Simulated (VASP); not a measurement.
Input of a VASP 6.6.1 run:

INCAR

```
SYSTEM = Fe
PREC = Accurate
ENCUT = 520
EDIFF = 1E-6
ISMEAR = 0
SIGMA = 0.05
LREAL = .FALSE.
LASPH = .TRUE.
NELM = 150
ALGO = Normal
ISIF = 2
LWAVE = .FALSE.
LCHARG = .FALSE.
ISPIN = 2
MAGMOM = 2.55
LORBIT = 11
LMAXMIX = 4
GGA = PE
NBANDS = 14
```

The input KPOINTS:

```
Automatic mesh
0
G
  22 22 22
  0 0 0
```

The input POSCAR:

```
Fe
1.0
   -1.4115332172      1.4115332172      1.4115332172
    1.4115332172     -1.4115332172      1.4115332172
    1.4115332172      1.4115332172     -1.4115332172
Fe
1
Direct
    0.0000000000      0.0000000000      0.0000000000
```

Potentials or basis: VASP PAW PBE potentials, release 64 (Fe).

Run with:

```sh
$ cat potpaw_PBE.64/Fe/POTCAR > POTCAR
$ mpirun -np 1 vasp_std > vasp.out
```

Task: Estimate the pressure.

Result: 1.3 GPa.

Task: What does it give for the net moment?

Result: 2.17 μB per cell.

Task: What does it give for the site moments?

Result: Fe +2.16 μB.
